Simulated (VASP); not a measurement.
## Si: single point with r2SCAN

Si:

```xyz
1
Lattice="2.5550 0.0000 0.0000 -1.2775 2.2127 0.0000 0.0000 0.0000 2.4664" Properties=species:S:1:pos:R:3 pbc="T T T"
Si    0.0000    0.0000    0.0000
```

This cell differs from its parent crystal: strain -0.025 along x and y, +0.000 along z.

- Program: VASP 6.6.1
- Task: single point
- Functional: r2SCAN
- Potentials or basis: VASP PAW PBE potentials, release 64 (Si)
- Cutoff: 520 eV
- k mesh: 24 × 24 × 20
- Occupations: gaussian, width 0.15 eV
- Spin: no spin polarisation

- Pressure: 8.6 GPa
- Band gap on the k mesh: zero (bands 2 and 3 overlap by 12.69 eV)

Stress tensor (GPa, compression positive):
```
11.14  0.00  0.00
 0.00 11.14  0.00
 0.00  0.00  3.59
```

Levels at points of the mesh, in eV from the Fermi level:
```csv
k point,band 1,band 2,band 3,band 4,band 5
"(0.00, 0.00, 0.00)",-15.44,7.61,7.93,12.20,12.20
"(0.50, 0.00, 0.00)",-7.96,-7.57,6.09,7.09,13.77
"(0.00, 0.00, 0.50)",-10.36,-8.03,16.19,16.19,16.24
"(0.50, 0.00, 0.50)",-3.64,-2.23,-1.88,1.47,10.01
```

Run time: 3.1 min on 1 thread of Intel(R) Xeon(R) Platinum 8259CL CPU @ 2.50GHz (Skylake/Cascade Lake), on a shared host, peak memory 0.17 GiB.

Caveat: the cell differs from its parent crystal (strain -0.025 along x and y, +0.000 along z); the stress differs along the axes, from 4 to 11 GPa; the PAW data sets were made with another functional, which shifts forces and pressure a little.
